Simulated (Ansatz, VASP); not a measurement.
## Two plane-wave programs on RbCu3

```
Rb Cu
1.0
    -2.09300    2.09300    4.51145
     2.09300   -2.09300    4.51145
     2.09300    2.09300   -4.51145
Rb Cu
1 3
Direct
  0.00000 0.00000 0.00000
  0.50000 0.50000 0.00000
  0.25000 0.75000 0.50000
  0.75000 0.25000 0.50000
```

Alike in both runs: functional PBE; k mesh 16 × 16 × 16; occupations gaussian, width 0.1 eV; no spin polarisation.

Ansatz relaxed the structure, and its values are those at the end. VASP's run is a single point on that final structure, the one shown.

|  | VASP | Ansatz |
| --- | --- | --- |
| version | VASP 6.6.1 | Ansatz 0.2.0 |
| potentials or method | VASP PAW PBE potentials, release 64 (Rb_sv, Cu), cutoff 520 eV | scalar-relativistic, plane waves, PAW |
| valence electrons in the cell | 42 | 66 |

VASP gave:

```
gap on the k mesh at the Fermi level (eV) : none
pressure (GPa)                            : 0.2
```

Q: What did Ansatz give for the same quantities?

A: gap on the k mesh at the Fermi level (eV): none; pressure (GPa): 0.0.

A gap of «none» marks a metal or a gap that the smearing closes. VASP's potentials hold 42 valence electrons a cell and Ansatz's 66, so a difference there can come from the potentials and not from the codes.
